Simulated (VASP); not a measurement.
# Ir (P6_3/mmc) in VASP: further runs

The runs below take Ir through single point, with LDA.

All numbers are computed with VASP 6.6.1; they aren't measurements. Logs are shortened: lines on timing, memory, paths and dates and some standing lists are left out, and cuts for length are marked.

## (1) The cell of the first run

It takes space group P6_3/mmc (No. 194, hexagonal). The conventional cell has a = 2.859 Å, b = 2.859 Å, c = 4.635 Å, α = 90.00°, β = 90.00°, γ = 120.00°. Within 3.7 Å of Ir (site symmetry -6m2) lie 12 Ir at 2.85 to 2.86 Å.

## (2) Single point, LDA

The input, INCAR:

```
SYSTEM = Ir
PREC     = Accurate       ! precision mode
ENCUT    = 520            ! plane-wave cutoff, eV
EDIFF    = 1E-7           ! SCF threshold, eV
ISMEAR   = 0              ! smearing method
SIGMA    = 0.15           ! smearing width, eV
LREAL    = .FALSE.        ! projectors in reciprocal space
LASPH    = .TRUE.         ! aspherical terms in the spheres
NELM     = 100            ! most SCF steps
ALGO     = Fast           ! electronic algorithm
ISIF     = 2              ! what is computed and relaxed
LWAVE    = .FALSE.        ! write WAVECAR
LCHARG   = .FALSE.        ! write CHGCAR
NBANDS   = 16             ! bands
```

The input, KPOINTS:

```
Automatic mesh
0
G
  21 21 12
  0 0 0
```

The input, POSCAR:

```
Ir
1.0
    2.8587096873      0.0000000000      0.0000000000
   -1.4293548437      2.4757152113      0.0000000000
    0.0000000000      0.0000000000      4.6350675180
Ir
2
Direct
    0.6666666667      0.3333333333      0.7500000000
    0.3333333333      0.6666666667      0.2500000000
```

Potentials or basis: VASP PAW LDA potentials, release 64 (Ir).

Started as:

```console
> cat potpaw_LDA.64/Ir/POTCAR > POTCAR
> mpirun -np 1 vasp_std > vasp.out
```

OUTCAR:

```text
SYSTEM = Ir
   PREC = Accurate
   ENCUT = 520
   EDIFF = 1E-7
   ISMEAR = 0
   LREAL = .FALSE.
   LASPH = .TRUE.
   NELM = 100
   ISIF = 2

 ion  position               nearest neighbor table
   1  0.667  0.333  0.750-   2 2.85   2 2.85   2 2.85   2 2.85   2 2.85   2 2.85
   2  0.333  0.667  0.250-   1 2.85   1 2.85   1 2.85   1 2.85   1 2.85   1 2.85

  LATTYP: Found a hexagonal cell.
 ALAT       =     2.8587096873
 C/A-ratio  =     1.6213844794

  Lattice vectors:

 A1 = (   2.8587096873,   0.0000000000,   0.0000000000)
 A2 = (  -1.4293548437,   2.4757152113,   0.0000000000)
 A3 = (   0.0000000000,   0.0000000000,   4.6350675180)

Analysis of symmetry for initial positions (statically):
=====================================================================
 Subroutine PRICEL returns:
 Original cell was already a primitive cell.

 Routine SETGRP: Setting up the symmetry group for a
 hexagonal supercell.

 Subroutine GETGRP returns: Found 24 space group operations
 (whereof 12 operations were pure point group operations)
 out of a pool of 24 trial point group operations.

The static configuration has the point symmetry D_3d.
 The point group associated with its full space group is D_6h.

Analysis of symmetry for dynamics (positions and initial velocities):
=====================================================================
 Subroutine PRICEL returns:
 Original cell was already a primitive cell.

 Routine SETGRP: Setting up the symmetry group for a
 hexagonal supercell.

 Subroutine GETGRP returns: Found 24 space group operations
 (whereof 12 operations were pure point group operations)
 out of a pool of 24 trial point group operations.

The dynamic configuration has the point symmetry D_3d.
 The point group associated with its full space group is D_6h.

 Subroutine INISYM returns: Found 24 space group operations
 (whereof 12 operations are pure point group operations),
 and found     1 'primitive' translations

----------------------------------------------------------------------------------------

                                     Primitive cell

  volume of cell :      32.8040

  direct lattice vectors                    reciprocal lattice vectors
     2.858709687  0.000000000  0.000000000     0.349808169  0.201961840  0.000000000
    -1.429354844  2.475715211  0.000000000     0.000000000  0.403923680  0.000000000
     0.000000000  0.000000000  4.635067518     0.000000000  0.000000000  0.215746588

  length of vectors
     2.858709687  2.858709687  4.635067518     0.403923681  0.403923680  0.215746588

  position of ions in fractional coordinates (direct lattice)
     0.666666667  0.333333333  0.750000000
     0.333333333  0.666666667  0.250000000

  ion indices of the primitive-cell ions
   primitive index   ion index
                 1           1
                 2           2

----------------------------------------------------------------------------------------

 KPOINTS: Automatic mesh

Automatic generation of k-mesh.
 Grid dimensions read from file:
 generate k-points for:   21   21   12

 Generating k-lattice:

  Cartesian coordinates                     Fractional coordinates (reciprocal lattice)
     0.016657532  0.009617230  0.000000000     0.047619048 -0.000000000  0.000000000
     0.000000000  0.019234461  0.000000000     0.000000000  0.047619048  0.000000000
     0.000000000  0.000000000  0.017978882     0.000000000  0.000000000  0.083333333

  Length of vectors
     0.019234461  0.019234461  0.017978882

  Shift w.r.t. Gamma in fractional coordinates (k-lattice)
     0.000000000  0.000000000  0.000000000

 Subroutine IBZKPT returns following result:
 ===========================================

 Found    336 irreducible k-points:

 Following reciprocal coordinates:
            Coordinates               Weight
  0.000000  0.000000  0.000000      1.000000
  0.047619  0.000000  0.000000      6.000000
  0.095238  0.000000  0.000000      6.000000
  0.142857  0.000000  0.000000      6.000000
  0.190476  0.000000  0.000000      6.000000
  0.238095  0.000000  0.000000      6.000000
[... 16 lines left out ...]
  0.142857  0.095238  0.000000     12.000000
  0.190476  0.095238  0.000000     12.000000
 [... further k-points ...]
   k-points           NKPTS =    336   k-points in BZ     NKDIM =    336   number of bands    NBANDS=     16
   number of dos      NEDOS =    301   number of ions     NIONS =      2
   total plane-waves  NPLWV =  20736
   dimension x,y,z NGX =    24 NGY =   24 NGZ =   36
   dimension x,y,z NGXF=    48 NGYF=   48 NGZF=   72
   ions per type =               2
   NGX,Y,Z   is equivalent  to a cutoff of  13.96, 13.96, 12.91 a.u.
   NGXF,Y,Z  is equivalent  to a cutoff of  27.91, 27.91, 25.82 a.u.
 SYSTEM =  Ir
   PREC   = accura    normal or accurate (medium, high low for compatibility)
   ISTART =      0    job   : 0-new  1-cont  2-samecut
   ICHARG =      2    charge: 1-file 2-atom 10-const
   ISPIN  =      1    spin polarized calculation?
   LNONCOLLINEAR =      F non collinear calculations
   LSORBIT =      F    spin-orbit coupling
   LASPH  =      T    aspherical Exc in radial PAW
   ENCUT  =  520.0 eV  38.22 Ry    6.18 a.u.   5.32  5.32  8.62*2*pi/ulx,y,z
   NELM   =    100;   NELMIN=  2; NELMDL= -5     # of ELM steps
   EDIFF  = 0.1E-06   stopping-criterion for ELM
   LREAL  =      F    real-space projection
   EDIFFG = 0.1E-05   stopping-criterion for IOM
   NSW    =      0    number of steps for IOM
   IBRION =     -1    ionic relax: 0-MD 1-quasi-New 2-CG
   NFREE  =      0    steps in history (QN), initial steepest desc. (CG)
   ISIF   =      2    stress and relaxation
   ISYM   =      2    0-nonsym 1-usesym 2-fastsym
   POTIM  = 0.5000    time-step for ionic-motion
   TEBEG  =    0.0;   TEEND  =   0.0 temperature during run
   PSTRESS=    0.0 pullay stress
   NELECT =      18.0000    total number of electrons
   NUPDOWN=      -1.0000    fix difference up-down
   EMIN   =  10.00;   EMAX   =-10.00  energy-range for DOS
   EFERMI =   0.00;   METHOD = LEGACY
   ISMEAR =     0;   SIGMA  =   0.15  broadening in eV -4-tet -1-fermi 0-gaus
   EFERMI_NEDOS =   21; number of points for ismear=-14 and -15
   IALGO  =     68    algorithm
   IMIX   =      4    mixing-type and parameters
     AMIX     =   0.40;   BMIX     =  1.00
     AMIX_MAG =   1.60;   BMIX_MAG =  1.00
  volume/ion in A,a.u.               =      16.40       110.69
  Fermi-wavevector in a.u.,A,eV,Ry     =   1.340263  2.532730 24.440216  1.796305
  Thomas-Fermi vector in A             =   2.468590
   LORBIT       =      0    0 simple, 1 ext, 2 COOP (PROOUT), +10 PAW based schemes
   GGA     = CA    functional components
   LHFCALC =     F    Hartree Fock is set to
   AEXX    =    0.0000 exact exchange contribution
   IVDW    =     0    specifies the selected vdW correction
   LEPSILON=     F    determine dielectric tensor
   LRPA    =     F    only Hartree local field effects (RPA)
 non-spin polarized calculation
 RMM-DIIS sequential band-by-band and
 Gauss-broadening in eV      SIGMA  =   0.15
  energy-cutoff  :      520.00
  volume of cell :       32.80
 maximum number of plane-waves:       905
 NGX is ok and might be reduce to    24
   NGX = 11   NGY = 11   NGZ = 17

 number of electron      17.9999997 magnetization

 Free energy of the ion-electron system (eV)
  ---------------------------------------------------
  ext. energy  EPLUGINS =         0.00000000
  ---------------------------------------------------
  free energy    TOTEN  =       -19.76203636 eV

  energy without entropy =      -19.72905253  energy(sigma->0) =      -19.74554445

 E-fermi :   7.9746     XC(G=0): -13.2978

 val. band max:        7.9726122941   @ k =   0.3333   0.0476   0.1667
 cond. band min:       7.9811785240   @ k =   0.3810   0.1429   0.0000
 fundamental gap:      0.0085662299
 Fermi energy:         7.9746190595

 k-point     1 :       0.0000    0.0000    0.0000
  band No.  band energies     occupation
      1      -1.7071      2.00000
      2       1.2454      2.00000
      3       4.8149      2.00000
      4       4.9159      2.00000
      5       4.9159      2.00000
      6       5.4294      2.00000
[... 8 lines left out ...]
     15      24.3750      0.00000
     16      25.1636      0.00000

 k-point     2 :       0.0476    0.0000    0.0000
  band No.  band energies     occupation
      1      -1.6304      2.00000
      2       1.3135      2.00000
      3       4.6722      2.00000
      4       4.9766      2.00000
      5       5.0453      2.00000
      6       5.3905      2.00000
[... 8 lines left out ...]
     15      24.4746      0.00000
     16      25.2472      0.00000

 k-point     3 :       0.0952    0.0000    0.0000
  band No.  band energies     occupation
      1      -1.4037      2.00000
      2       1.5090      2.00000
      3       4.4615      2.00000
      4       5.1570      2.00000
      5       5.1937      2.00000
      6       5.3202      2.00000
[... 8 lines left out ...]
     15      24.7507      0.00000
     16      25.2244      0.00000

 k-point     4 :       0.1429    0.0000    0.0000
  band No.  band energies     occupation
      1      -1.0391      2.00000
      2       1.8013      2.00000
      3       4.2362      2.00000
      4       5.0849      2.00000
      5       5.1517      2.00000
      6       5.4505      2.00000
[... 8 lines left out ...]
     15      24.7452      0.00000
     16      25.0848      0.00000

 k-point     5 :       0.1905    0.0000    0.0000
  band No.  band energies     occupation
      1      -0.5588      2.00000
      2       2.1210      2.00000
      3       4.0550      2.00000
      4       4.5377      2.00000
      5       4.9168      2.00000
      6       5.5274      2.00000
[... 8 lines left out ...]
     15      24.0919      0.00000
     16      24.8243      0.00000

 k-point     6 :       0.2381    0.0000    0.0000
  band No.  band energies     occupation
      1      -0.0001      2.00000
      2       2.3415      2.00000
      3       3.9711      2.00000
      4       4.0140      2.00000
      5       4.8004      2.00000
      6       5.3221      2.00000
[... 8 lines left out ...]
     15      22.9374      0.00000
     16      24.0028      0.00000

 k-point     7 :       0.2857    0.0000    0.0000
  band No.  band energies     occupation
      1       0.5783      2.00000
      2       2.3637      2.00000
      3       3.4814      2.00000
      4       4.1419      2.00000
      5       4.8295      2.00000
      6       5.1293      2.00000
[... 8 lines left out ...]
     15      21.8217      0.00000
     16      23.2411      0.00000

 k-point     8 :       0.3333    0.0000    0.0000
  band No.  band energies     occupation
      1       1.0951      2.00000
      2       2.2500      2.00000
      3       3.0805      2.00000
      4       4.3371      2.00000
      5       4.9618      2.00000
      6       5.0491      2.00000
[... 8 lines left out ...]
     15      20.7888      0.00000
     16      22.5944      0.00000

 k-point     9 :       0.3810    0.0000    0.0000
  band No.  band energies     occupation
      1       1.4730      2.00000
      2       2.1039      2.00000
      3       2.7749      2.00000
      4       4.5988      2.00000
      5       4.8287      2.00000
      6       5.2700      2.00000
[... 8 lines left out ...]
     15      19.8977      0.00000
     16      20.8876      0.00000
[... 172 lines left out ...]
 k-point    19 :       0.3810    0.0476    0.0000
  band No.  band energies     occupation
      1       1.6588      2.00000
      2       2.0899      2.00000
      3       2.6630      2.00000
      4       4.6994      2.00000
      5       4.7401      2.00000
      6       5.2280      2.00000
[... 8 lines left out ...]
     15      18.9443      0.00000
     16      20.3940      0.00000

 k-point    20 :       0.4286    0.0476    0.0000
  band No.  band energies     occupation
      1       1.8149      2.00000
      2       1.9858      2.00000
      3       2.5102      2.00000
      4       4.6841      2.00000
      5       5.0044      2.00000
      6       5.1482      2.00000
[... 8 lines left out ...]
     15      17.9807      0.00000
     16      19.2909      0.00000

 k-point    21 :       0.4762    0.0476    0.0000
  band No.  band energies     occupation
      1       1.8761      2.00000
      2       1.9334      2.00000
      3       2.4591      2.00000
      4       4.6655      2.00000
      5       5.1207      2.00000
      6       5.1464      2.00000
[... 8 lines left out ...]
     15      17.3542      0.00000
     16      18.9533      0.00000

 k-point    22 :       0.0952    0.0952    0.0000
  band No.  band energies     occupation
      1      -0.8253      2.00000
      2       1.9732      2.00000
      3       4.0912      2.00000
      4       4.9330      2.00000
      5       5.0543      2.00000
      6       5.4496      2.00000
[... 8 lines left out ...]
     15      23.3639      0.00000
     16      25.3781      0.00000

 k-point    23 :       0.1429    0.0952    0.0000
  band No.  band energies     occupation
      1      -0.3525      2.00000
      2       2.2969      2.00000
      3       3.8795      2.00000
      4       4.3966      2.00000
      5       4.9177      2.00000
      6       5.2246      2.00000
[... 8 lines left out ...]
     15      22.3614      0.00000
     16      24.8546      0.00000

 k-point    24 :       0.1905    0.0952    0.0000
  band No.  band energies     occupation
      1       0.2021      2.00000
      2       2.5463      2.00000
      3       3.7713      2.00000
      4       3.8865      2.00000
      5       4.8272      2.00000
      6       5.0308      2.00000
[... 8 lines left out ...]
     15      21.4684      0.00000
     16      24.0571      0.00000

 [... further k-points ...]
[... 5 lines left out ...]
  --------------------------------------------------------------------------------------
  -------------------------------------------------------------------------------------
  Total       -8.5799665     -8.5799665     -8.7515469      0.0000000      0.0000000      0.0000000
  in kB     -419.0534027   -419.0534027   -427.4335458      0.0000000      0.0000000      0.0000000
  external PRESSURE =    -421.8467837 kB  Pullay stress =       0.0000000 kB

 VOLUME and BASIS-vectors are now :
 -----------------------------------------------------------------------------
  energy-cutoff  :      520.00
  volume of cell :       32.80
      direct lattice vectors                 reciprocal lattice vectors
     2.858709687  0.000000000  0.000000000     0.349808169  0.201961840  0.000000000
    -1.429354844  2.475715211  0.000000000     0.000000000  0.403923680  0.000000000
     0.000000000  0.000000000  4.635067518     0.000000000  0.000000000  0.215746588

 POSITION                                       TOTAL-FORCE (eV/Angst)
 -----------------------------------------------------------------------------------
      1.42935      0.82524      3.47630         0.000000      0.000000      0.000000
     -0.00000      1.65048      1.15877        -0.000000     -0.000000      0.000000
 -----------------------------------------------------------------------------------
    total drift:                               -0.000000      0.000000     -0.000000

  FREE ENERGIE OF THE ION-ELECTRON SYSTEM (eV)
  ---------------------------------------------------
  free  energy   TOTEN  =       -19.7620363626 eV

  energy  without entropy=      -19.7290525278  energy(sigma->0) =      -19.74554445
```

It took 2.3 min on 1 thread of Intel Xeon Platinum 8488C (Sapphire Rapids), shared host; peak memory 0.26 GiB.

What came out:

| Quantity | Value |
| --- | --- |
| Free energy | -19.7620 eV |
| Pressure | -42.2 GPa |
| Band gap on the k mesh | zero (band 9 reaches 8.70 eV, above the bottom of band 10 at 6.13 eV) |

Levels at points of the mesh, in eV from the Fermi level:
```csv
k point,band 5,band 6,band 7,band 8,band 9,band 10,band 11,band 12,band 13,band 14
"(0.00, 0.00, 0.00)",-3.06,-2.55,-2.55,-1.91,-1.91,-0.35,0.21,0.21,5.79,14.42
"(0.00, 0.00, 0.50)",-3.16,-3.16,-3.16,-3.16,-0.40,-0.40,-0.40,-0.40,13.13,13.13
```

Caveat: spin-orbit coupling is left out, which moves the levels of the heavy elements.

(Continued in part 2 of 2.)
